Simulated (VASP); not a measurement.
# CdTe (P4_2/mnm) in VASP: a series of runs

The runs below take CdTe through single point, with PBE, PBEsol.

Everything below comes from runs of VASP 6.6.1. Logs are shortened: lines on timing, memory, paths and dates and some standing lists are left out, and cuts for length are marked.

### Step 1. The cell of the first run

Symmetry: P4_2/mnm, No. 136, tetragonal system. The conventional cell has a = 8.075 Å, b = 8.075 Å, c = 4.693 Å, α = 90.00°, β = 90.00°, γ = 90.00°. Within 3.7 Å of Cd (site symmetry m2m) lie 4 Te at 2.85 to 2.90 Å. Te (site symmetry m2m) has 4 Cd at 2.85 to 2.90 Å within 3.7 Å.

### Step 2. Single point, PBE

Contents of INCAR:

```
SYSTEM = CdTe
PREC = Accurate
ENCUT = 520
EDIFF = 1E-7
ISMEAR = 0
SIGMA = 0.1
LREAL = .FALSE.
LASPH = .TRUE.
NELM = 80
ALGO = Normal
ISIF = 2
LWAVE = .FALSE.
LCHARG = .FALSE.
GGA = PE
NBANDS = 46
```

Contents of KPOINTS:

```
regular mesh
0
G
  2 2 4
  0 0 0
```

Contents of POSCAR:

```
CdTe
1.0
    8.0747391000      0.0000000000      0.0000000000
    0.0000000000      8.0747391000      0.0000000000
    0.0000000000      0.0000000000      4.6932331000
Cd Te
4 4
Direct
    0.6757380000      0.6757380000      0.0000000000
    0.1757380000      0.8242620000      0.5000000000
    0.8242620000      0.1757380000      0.5000000000
    0.3242620000      0.3242620000      0.0000000000
    0.8166230000      0.8166230000      0.5000000000
    0.1833770000      0.1833770000      0.5000000000
    0.6833770000      0.3166230000      0.0000000000
    0.3166230000      0.6833770000      0.0000000000
```

Potentials or basis: VASP PAW PBE potentials, release 64 (Cd, Te).

The run is started by

```bash
$ cat potpaw_PBE.64/Cd/POTCAR potpaw_PBE.64/Te/POTCAR > POTCAR
$ mpirun -np 1 vasp_std > vasp.out
```

OUTCAR:

```text
SYSTEM = CdTe
   PREC = Accurate
   ENCUT = 520
   EDIFF = 1E-7
   ISMEAR = 0
   LREAL = .FALSE.
   LASPH = .TRUE.
   NELM = 80
   ISIF = 2
   GGA = PE

 ion  position               nearest neighbor table
   1  0.676  0.676  0.000-   5 2.85   5 2.85   8 2.90   7 2.90
   2  0.176  0.824  0.500-   8 2.85   8 2.85   5 2.90   6 2.90
   3  0.824  0.176  0.500-   7 2.85   7 2.85   5 2.90   6 2.90
   4  0.324  0.324  0.000-   6 2.85   6 2.85   8 2.90   7 2.90
   5  0.817  0.817  0.500-   1 2.85   1 2.85   3 2.90   2 2.90
   6  0.183  0.183  0.500-   4 2.85   4 2.85   2 2.90   3 2.90
   7  0.683  0.317  0.000-   3 2.85   3 2.85   4 2.90   1 2.90
   8  0.317  0.683  0.000-   2 2.85   2 2.85   4 2.90   1 2.90

  LATTYP: Found a simple tetragonal cell.
 ALAT       =     8.0747391000
 C/A-ratio  =     0.5812241166

  Lattice vectors:

 A1 = (   8.0747391000,   0.0000000000,   0.0000000000)
 A2 = (   0.0000000000,   8.0747391000,   0.0000000000)
 A3 = (   0.0000000000,   0.0000000000,   4.6932331000)

Analysis of symmetry for initial positions (statically):
=====================================================================
 Subroutine PRICEL returns:
 Original cell was already a primitive cell.

 Routine SETGRP: Setting up the symmetry group for a
 simple tetragonal supercell.

 Subroutine GETGRP returns: Found 16 space group operations
 (whereof  8 operations were pure point group operations)
 out of a pool of 16 trial point group operations.

The static configuration has the point symmetry D_2h.
 The point group associated with its full space group is D_4h.

Analysis of symmetry for dynamics (positions and initial velocities):
=====================================================================
 Subroutine PRICEL returns:
 Original cell was already a primitive cell.

 Routine SETGRP: Setting up the symmetry group for a
 simple tetragonal supercell.

 Subroutine GETGRP returns: Found 16 space group operations
 (whereof  8 operations were pure point group operations)
 out of a pool of 16 trial point group operations.

The dynamic configuration has the point symmetry D_2h.
 The point group associated with its full space group is D_4h.

 Subroutine INISYM returns: Found 16 space group operations
 (whereof  8 operations are pure point group operations),
 and found     1 'primitive' translations

----------------------------------------------------------------------------------------

                                     Primitive cell

  volume of cell :     306.0054

  direct lattice vectors                    reciprocal lattice vectors
     8.074739100  0.000000000  0.000000000     0.123843011  0.000000000  0.000000000
     0.000000000  8.074739100  0.000000000     0.000000000  0.123843011  0.000000000
     0.000000000  0.000000000  4.693233100     0.000000000  0.000000000  0.213072732

  length of vectors
     8.074739100  8.074739100  4.693233100     0.123843011  0.123843011  0.213072732

  position of ions in fractional coordinates (direct lattice)
     0.675738000  0.675738000  0.000000000
     0.175738000  0.824262000  0.500000000
     0.824262000  0.175738000  0.500000000
     0.324262000  0.324262000  0.000000000
     0.816623000  0.816623000  0.500000000
     0.183377000  0.183377000  0.500000000
     0.683377000  0.316623000  0.000000000
     0.316623000  0.683377000  0.000000000

  ion indices of the primitive-cell ions
   primitive index   ion index
                 1           1
                 2           2
                 3           3
                 4           4
                 5           5
                 6           6
                 7           7
                 8           8

----------------------------------------------------------------------------------------

 KPOINTS: regular mesh

Automatic generation of k-mesh.
 Grid dimensions read from file:
 generate k-points for:    2    2    4

 Generating k-lattice:

  Cartesian coordinates                     Fractional coordinates (reciprocal lattice)
     0.061921505  0.000000000  0.000000000     0.500000000  0.000000000  0.000000000
     0.000000000  0.061921505  0.000000000     0.000000000  0.500000000  0.000000000
     0.000000000  0.000000000  0.053268183     0.000000000  0.000000000  0.250000000

  Length of vectors
     0.061921505  0.061921505  0.053268183

  Shift w.r.t. Gamma in fractional coordinates (k-lattice)
     0.000000000  0.000000000  0.000000000

 Subroutine IBZKPT returns following result:
 ===========================================

 Found      9 irreducible k-points:

 Following reciprocal coordinates:
            Coordinates               Weight
  0.000000  0.000000  0.000000      1.000000
  0.500000  0.000000  0.000000      2.000000
  0.500000  0.500000  0.000000      1.000000
  0.000000  0.000000  0.250000      2.000000
  0.500000  0.000000  0.250000      4.000000
  0.500000  0.500000  0.250000      2.000000
  0.000000  0.000000  0.500000      1.000000
  0.500000  0.000000  0.500000      2.000000
  0.500000  0.500000  0.500000      1.000000
   k-points           NKPTS =      9   k-points in BZ     NKDIM =      9   number of bands    NBANDS=     46
   number of dos      NEDOS =    301   number of ions     NIONS =      8
   total plane-waves  NPLWV = 129600
   dimension x,y,z NGX =    60 NGY =   60 NGZ =   36
   dimension x,y,z NGXF=   120 NGYF=  120 NGZF=   72
   ions per type =               4   4
   NGX,Y,Z   is equivalent  to a cutoff of  12.35, 12.35, 12.75 a.u.
   NGXF,Y,Z  is equivalent  to a cutoff of  24.71, 24.71, 25.50 a.u.
 SYSTEM =  CdTe
   PREC   = accura    normal or accurate (medium, high low for compatibility)
   ISTART =      0    job   : 0-new  1-cont  2-samecut
   ICHARG =      2    charge: 1-file 2-atom 10-const
   ISPIN  =      1    spin polarized calculation?
   LNONCOLLINEAR =      F non collinear calculations
   LSORBIT =      F    spin-orbit coupling
   LASPH  =      T    aspherical Exc in radial PAW
   ENCUT  =  520.0 eV  38.22 Ry    6.18 a.u.  15.01 15.01  8.73*2*pi/ulx,y,z
   NELM   =     80;   NELMIN=  2; NELMDL= -5     # of ELM steps
   EDIFF  = 0.1E-06   stopping-criterion for ELM
   LREAL  =      F    real-space projection
   EDIFFG = 0.1E-05   stopping-criterion for IOM
   NSW    =      0    number of steps for IOM
   IBRION =     -1    ionic relax: 0-MD 1-quasi-New 2-CG
   NFREE  =      0    steps in history (QN), initial steepest desc. (CG)
   ISIF   =      2    stress and relaxation
   ISYM   =      2    0-nonsym 1-usesym 2-fastsym
   POTIM  = 0.5000    time-step for ionic-motion
   TEBEG  =    0.0;   TEEND  =   0.0 temperature during run
   PSTRESS=    0.0 pullay stress
   NELECT =      72.0000    total number of electrons
   NUPDOWN=      -1.0000    fix difference up-down
   EMIN   =  10.00;   EMAX   =-10.00  energy-range for DOS
   EFERMI =   0.00;   METHOD = LEGACY
   ISMEAR =     0;   SIGMA  =   0.10  broadening in eV -4-tet -1-fermi 0-gaus
   EFERMI_NEDOS =   21; number of points for ismear=-14 and -15
   IALGO  =     38    algorithm
   IMIX   =      4    mixing-type and parameters
     AMIX     =   0.40;   BMIX     =  1.00
     AMIX_MAG =   1.60;   BMIX_MAG =  1.00
  volume/ion in A,a.u.               =      38.25       258.13
  Fermi-wavevector in a.u.,A,eV,Ry     =   1.010670  1.909889 13.897718  1.021453
  Thomas-Fermi vector in A             =   2.143673
   LORBIT       =      0    0 simple, 1 ext, 2 COOP (PROOUT), +10 PAW based schemes
   GGA     = PE    functional components
   LHFCALC =     F    Hartree Fock is set to
   AEXX    =    0.0000 exact exchange contribution
   IVDW    =     0    specifies the selected vdW correction
   LEPSILON=     F    determine dielectric tensor
   LRPA    =     F    only Hartree local field effects (RPA)
 non-spin polarized calculation
 Gauss-broadening in eV      SIGMA  =   0.10
  energy-cutoff  :      520.00
  volume of cell :      306.01
 maximum number of plane-waves:      8304
   NGX = 31   NGY = 31   NGZ = 17

 number of electron      71.9999980 magnetization

 Free energy of the ion-electron system (eV)
  ---------------------------------------------------
  ext. energy  EPLUGINS =         0.00000000
  ---------------------------------------------------
  free energy    TOTEN  =       -18.89494114 eV

  energy without entropy =      -18.89494109  energy(sigma->0) =      -18.89494111

 E-fermi :   1.7298     XC(G=0):  -7.9992

 val. band max:        1.3749860522   @ k =   0.0000   0.0000   0.0000
 cond. band min:       2.0732211668   @ k =   0.0000   0.0000   0.0000
 fundamental gap:      0.6982351146
 Fermi energy:         1.7297550378

 k-point     1 :       0.0000    0.0000    0.0000
  band No.  band energies     occupation
      1      -9.3661      2.00000
      2      -9.0209      2.00000
      3      -9.0209      2.00000
      4      -8.9588      2.00000
      5      -6.7031      2.00000
      6      -6.6792      2.00000
[... 38 lines left out ...]
     45       6.4843      0.00000
     46       7.1939      0.00000

 k-point     2 :       0.5000    0.0000    0.0000
  band No.  band energies     occupation
      1      -9.2127      2.00000
      2      -9.2127      2.00000
      3      -8.9674      2.00000
      4      -8.9674      2.00000
      5      -6.6667      2.00000
      6      -6.6667      2.00000
[... 38 lines left out ...]
     45       6.4286      0.00000
     46       6.4286      0.00000

 k-point     3 :       0.5000    0.5000    0.0000
  band No.  band energies     occupation
      1      -9.1515      2.00000
      2      -9.1515      2.00000
      3      -9.0241      2.00000
      4      -9.0241      2.00000
      5      -6.6454      2.00000
      6      -6.6454      2.00000
[... 283 lines left out ...]
     45       6.7554      0.00000
     46       6.7554      0.00000

 k-point     9 :       0.5000    0.5000    0.5000
  band No.  band energies     occupation
      1      -9.0346      2.00000
      2      -9.0346      2.00000
      3      -8.9177      2.00000
      4      -8.9177      2.00000
      5      -6.5903      2.00000
      6      -6.5903      2.00000
[... 38 lines left out ...]
     45       7.7705      0.00000
     46       7.7705      0.00000

------------------------ aborting loop because EDIFF is reached ----------------------------------------

  FORCE on cell =-STRESS in cart. coord.  units (eV):
  Direction    XX          YY          ZZ          XY          YZ          ZX
  --------------------------------------------------------------------------------------
  -------------------------------------------------------------------------------------
  Total        0.0373017      0.0373017      0.3089670     -0.0000000      0.0000000      0.0000000
  in kB        0.1953035      0.1953035      1.6176834     -0.0000000      0.0000000      0.0000000
  external PRESSURE =       0.6694302 kB  Pullay stress =       0.0000000 kB

 VOLUME and BASIS-vectors are now :
 -----------------------------------------------------------------------------
  energy-cutoff  :      520.00
  volume of cell :      306.01
      direct lattice vectors                 reciprocal lattice vectors
     8.074739100  0.000000000  0.000000000     0.123843011  0.000000000  0.000000000
     0.000000000  8.074739100  0.000000000     0.000000000  0.123843011  0.000000000
     0.000000000  0.000000000  4.693233100     0.000000000  0.000000000  0.213072732

 POSITION                                       TOTAL-FORCE (eV/Angst)
 -----------------------------------------------------------------------------------
      5.45641      5.45641      0.00000        -0.003516     -0.003516     -0.000000
      1.41904      6.65570      2.34662        -0.003516      0.003516      0.000000
      6.65570      1.41904      2.34662         0.003516     -0.003516     -0.000000
      2.61833      2.61833      0.00000         0.003516      0.003516      0.000000
      6.59402      6.59402      2.34662         0.003160      0.003160     -0.000000
      1.48072      1.48072      2.34662        -0.003160     -0.003160     -0.000000
      5.51809      2.55665      0.00000        -0.003160      0.003160     -0.000000
      2.55665      5.51809      0.00000         0.003160     -0.003160     -0.000000
 -----------------------------------------------------------------------------------
    total drift:                                0.000000     -0.000000      0.000000

  FREE ENERGIE OF THE ION-ELECTRON SYSTEM (eV)
  ---------------------------------------------------
  free  energy   TOTEN  =       -18.8949411417 eV

  energy  without entropy=      -18.8949410876  energy(sigma->0) =      -18.89494111
```

Wall time 3.5 min (1 thread of Oxide Virtual Turin-like, shared host); peak memory 0.34 GiB.

Results:

```yaml
Free_energy: -18.8949 eV
Pressure: 0.1 GPa
Largest_force: 0.005 eV/Å
Band_gap_on_the_k_mesh: 0.70 eV, direct
```

Forces in eV/Å, atoms in the order of the input:
```
Cd  -0.004 -0.004  0.000
Cd  -0.004  0.004  0.000
Cd   0.004 -0.004  0.000
Cd   0.004  0.004  0.000
Te   0.003  0.003  0.000
Te  -0.003 -0.003  0.000
Te  -0.003  0.003  0.000
Te   0.003 -0.003  0.000
```

Stress tensor (GPa, compression positive):
```
0.02 0.00 0.00
0.00 0.02 0.00
0.00 0.00 0.16
```

Levels at points of the mesh, in eV from the valence-band top:
```tsv
k point	band 33	band 34	band 35	band 36	band 37	band 38	band 39	band 40
(0.00, 0.00, 0.00)	-0.17	-0.02	0.00	0.00	0.70	2.08	2.08	2.31
(0.50, 0.00, 0.00)	-0.47	-0.47	-0.35	-0.35	2.05	2.05	2.58	2.58
(0.50, 0.50, 0.00)	-0.73	-0.73	-0.69	-0.69	2.35	2.35	2.86	2.86
(0.00, 0.00, 0.50)	-1.19	-1.19	-1.18	-1.18	3.28	3.28	3.50	3.50
(0.50, 0.00, 0.50)	-1.11	-1.11	-0.69	-0.69	2.64	2.64	2.97	2.97
(0.50, 0.50, 0.50)	-0.98	-0.98	-0.93	-0.93	1.91	1.91	2.92	2.92
```

Caveat: spin-orbit coupling is left out, which moves the levels of the heavy elements.

### Step 3. Single point, PBE

Contents of INCAR:

```
SYSTEM = CdTe
PREC = Accurate ; ENCUT = 520
EDIFF = 1E-6 ; ISMEAR = 0
SIGMA = 0.02 ; LREAL = .False.
LASPH = .True. ; NELM = 80
ALGO = Normal ; ISIF = 2
LWAVE = .False. ; LCHARG = .True.
GGA = PE ; LELF = .True.
LVHAR = .True. ; NBANDS = 46
```

Contents of KPOINTS:

```
regular mesh
0
Gamma
  4 4 6
  0 0 0
```

POSCAR is that of step 2.

Potentials or basis: VASP PAW PBE potentials, release 64 (Cd, Te).

The run is started by

```bash
$ cat potpaw_PBE.64/Cd/POTCAR potpaw_PBE.64/Te/POTCAR > POTCAR
$ mpirun -np 1 vasp_std > vasp.out
```

Run time: 8.5 min. Hardware: 1 thread of Oxide Virtual Turin-like, shared host; peak memory 0.47 GiB.

The run converged. Its results:

- Free energy: -18.9525 eV
- Pressure: 0.1 GPa
- Largest force: 0.009 eV/Å
- Band gap on the k mesh: 0.70 eV, direct

Forces on the atoms (eV/Å):
```
Cd   0.003  0.003  0.000
Cd   0.003 -0.003  0.000
Cd  -0.003  0.003  0.000
Cd  -0.003 -0.003  0.000
Te  -0.006 -0.006  0.000
Te   0.006  0.006  0.000
Te   0.006 -0.006  0.000
Te  -0.006  0.006  0.000
```

Levels at points of the mesh, in eV from the valence-band top:
| k point | band 33 | band 34 | band 35 | band 36 | band 37 | band 38 | band 39 | band 40 |
| --- | --- | --- | --- | --- | --- | --- | --- | --- |
| (0.00, 0.00, 0.00) | -0.17 | -0.02 | 0.00 | 0.00 | 0.70 | 2.08 | 2.08 | 2.32 |
| (0.50, 0.00, 0.00) | -0.47 | -0.47 | -0.35 | -0.35 | 2.06 | 2.06 | 2.58 | 2.58 |
| (0.50, 0.50, 0.00) | -0.73 | -0.73 | -0.69 | -0.69 | 2.35 | 2.35 | 2.87 | 2.87 |
| (0.00, 0.00, 0.50) | -1.19 | -1.19 | -1.18 | -1.18 | 3.28 | 3.28 | 3.51 | 3.51 |
| (0.50, 0.00, 0.50) | -1.11 | -1.11 | -0.69 | -0.69 | 2.64 | 2.64 | 2.97 | 2.97 |
| (0.50, 0.50, 0.50) | -0.98 | -0.98 | -0.93 | -0.93 | 1.92 | 1.92 | 2.92 | 2.92 |

Caveat: spin-orbit coupling is left out, which moves the levels of the heavy elements.

### Step 4. Single point, PBEsol

Contents of INCAR:

```
ALGO = Normal ; EDIFF = 1E-6
ENCUT = 520 ; GGA = PS
ISIF = 2 ; ISMEAR = 0
LASPH = T ; LCHARG = F
LREAL = F ; LWAVE = F
NBANDS = 46 ; NELM = 100
PREC = Accurate ; SIGMA = 0.02
```

Contents of KPOINTS:

```
k-points
0
Gamma
  4 4 6
```

POSCAR is that of step 3.

The run is started by

```bash
$ cat potpaw_PBE.64/Cd/POTCAR potpaw_PBE.64/Te/POTCAR > POTCAR
$ mpirun -np 1 vasp_std > vasp.out
```

Wall time 4.5 min (1 thread of Oxide Virtual Turin-like, shared host); peak memory 0.47 GiB.

The run converged. Its results:

```
Free energy            : -21.4937 eV
Pressure               : -1.9 GPa
Largest force          : 0.038 eV/Å
Band gap on the k mesh : 0.61 eV, direct
```

Forces in eV/Å, atoms in the order of the input:
```
Cd  -0.017 -0.017  0.000
Cd  -0.017  0.017  0.000
Cd   0.017 -0.017  0.000
Cd   0.017  0.017  0.000
Te   0.027  0.027  0.000
Te  -0.027 -0.027  0.000
Te  -0.027  0.027  0.000
Te   0.027 -0.027  0.000
```

Stress tensor (GPa, compression positive):
```
-1.81  0.00  0.00
 0.00 -1.81  0.00
 0.00  0.00 -1.95
```

Levels at points of the mesh, in eV from the valence-band top:
| k point | band 33 | band 34 | band 35 | band 36 | band 37 | band 38 | band 39 | band 40 |
| --- | --- | --- | --- | --- | --- | --- | --- | --- |
| (0.00, 0.00, 0.00) | -0.17 | -0.02 | 0.00 | 0.00 | 0.61 | 2.02 | 2.02 | 2.24 |
| (0.50, 0.00, 0.00) | -0.48 | -0.48 | -0.35 | -0.35 | 2.00 | 2.00 | 2.52 | 2.52 |
| (0.50, 0.50, 0.00) | -0.74 | -0.74 | -0.69 | -0.69 | 2.28 | 2.28 | 2.82 | 2.82 |
| (0.00, 0.00, 0.50) | -1.20 | -1.20 | -1.20 | -1.20 | 3.22 | 3.22 | 3.47 | 3.47 |
| (0.50, 0.00, 0.50) | -1.12 | -1.12 | -0.70 | -0.70 | 2.58 | 2.58 | 2.90 | 2.90 |
| (0.50, 0.50, 0.50) | -0.98 | -0.98 | -0.94 | -0.94 | 1.84 | 1.84 | 2.88 | 2.88 |

Caveat: the PAW data sets were made with another functional, which shifts forces and pressure a little; spin-orbit coupling is left out, which moves the levels of the heavy elements. Expect the measured gap to be larger: semilocal functionals such as PBEsol lack the derivative discontinuity.

### Step 5. Overview

```tsv
level	k mesh	smearing	gap on the mesh (eV)	pressure (GPa)	largest force (eV/Å)
PBE	2 × 2 × 4	gaussian 0.1 eV	0.70	0.1	-
PBE	4 × 4 × 6	gaussian 0.02 eV	0.70	0.1	0.01
PBEsol	4 × 4 × 6	gaussian 0.02 eV	0.61	-1.9	0.04
```

Alike in all rows: task single point; potentials or basis VASP PAW PBE potentials, release 64 (Cd, Te); no spin polarisation; cell as given; cutoff (eV) 520.

On the cell as given the gap runs from 0.61 eV (PBEsol) to 0.70 eV (PBE); the meshes differ, which moves gaps too. The pressure there spans -1.9 GPa (PBEsol) to 0.1 GPa (PBE); a positive pressure means that this level wants a larger cell, a negative one a smaller.

Caveats: spin-orbit coupling is left out, which moves the levels of the heavy elements; the PAW data sets were made with another functional, which shifts forces and pressure a little (some runs).

Total energies depend on the potentials used, so only differences within one code and one set of settings carry meaning.
